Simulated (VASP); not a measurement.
# ScAl3As4: single point with PBE

The system is ScAl3As4.

```xyz
8
Lattice="4.0506 0.0000 0.0000 -2.0253 3.5080 0.0000 0.0000 0.0000 13.5290" Properties=species:S:1:pos:R:3 pbc="T T T"
Sc    0.0000    0.0000    1.1439
Al    0.0000    0.0000    4.3045
Al    2.0253    1.1693    7.6458
Al    0.0000    2.3386   10.9875
As    2.0253    1.1693    3.2426
As    0.0000    0.0000    6.7820
As    2.0253    1.1693   10.1229
As    0.0000    2.3386   13.4451
```

```json
{"Program": "VASP 6.6.1", "Task": "single point", "Functional": "PBE", "Potentials or basis": "VASP PAW PBE potentials, release 64 (Sc_sv, Al, As)", "Cutoff": "520 eV", "k mesh": "12 × 12 × 2", "Occupations": "gaussian, width 0.02 eV", "Spin": "no spin polarisation", "Dipole correction": "no", "Further INCAR settings": "ALGO = Normal; EDIFF = 1e-06; NBANDS = 30"}
```

* Pressure: -1.6 GPa
* Largest force: 0.022 eV/Å
* Band gap on the k mesh: 0.82 eV (least direct gap 0.89 eV)

Forces in eV/Å, atoms in the order of the input:
```
Sc   0.000  0.000  0.022
Al   0.000  0.000 -0.006
Al   0.000  0.000 -0.002
Al   0.000  0.000 -0.004
As   0.000  0.000 -0.001
As   0.000  0.000  0.004
As   0.000  0.000  0.002
As   0.000  0.000 -0.015
```

Levels at points of the mesh, in eV from the valence-band top:
```tsv
k point	band 18	band 19	band 20	band 21	band 22	band 23
(0.00, 0.00, 0.00)	-0.30	0.00	0.00	0.91	1.63	1.95
(0.50, 0.00, 0.00)	-1.34	-1.31	-0.36	0.87	1.39	1.68
(0.00, 0.00, 0.50)	-0.35	-0.07	-0.07	0.82	1.95	1.95
(0.50, 0.00, 0.50)	-1.69	-1.38	-0.33	0.87	1.77	1.85
```

Run time: 2.6 min on 1 thread of Intel(R) Xeon(R) 6975P-C (Granite Rapids) (shared host), peak memory 0.42 GiB.

A k mesh can miss the band edges.
